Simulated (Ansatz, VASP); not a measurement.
**One calculation of ScAl3N3, two programs**

```
Sc Al N
1.0
     5.14481   -1.60691   -0.03331
     5.14481    1.60691   -0.03331
    -0.87671    0.00000    5.62299
Sc Al N
1 3 3
Direct
  0.94006 0.94006 0.31558
  0.69613 0.69613 0.56813
  0.43507 0.43507 0.80936
  0.18461 0.18461 0.06122
  0.00035 0.00035 0.97726
  0.73402 0.73402 0.24167
  0.50975 0.50975 0.52678
```

Change from the starting cell: species swapped into the Ga3Te3As type (Cm, No. 8).

Alike in both runs: functional PBE; k mesh 5 × 5 × 3; occupations gaussian, width 0.2 eV; no spin polarisation.

Ansatz relaxed the structure, and its values are those at the end. VASP's run is a single point on that final structure, the one shown.

|  | VASP | Ansatz |
| --- | --- | --- |
| version | VASP 6.6.1 | Ansatz 0.2.0 |
| potentials or method | VASP PAW PBE potentials, release 64 (Sc_sv, Al, N), cutoff 600 eV | scalar-relativistic, plane waves, PAW |
| valence electrons in the cell | 35 | 35 |

```csv
,VASP,Ansatz,Ansatz less VASP
gap on the k mesh at the Fermi level (eV),none,none,-
pressure (GPa),-0.1,-0.2,-0.07
rms of the force components (eV/Å),0.022,0.018,-0.0034
```

A gap of «none» marks a metal or a gap that the smearing closes. With one functional, cell and mesh, what is left measures potentials, basis and numerics.

The k mesh is coarse, so the values compare programs but aren't converged.
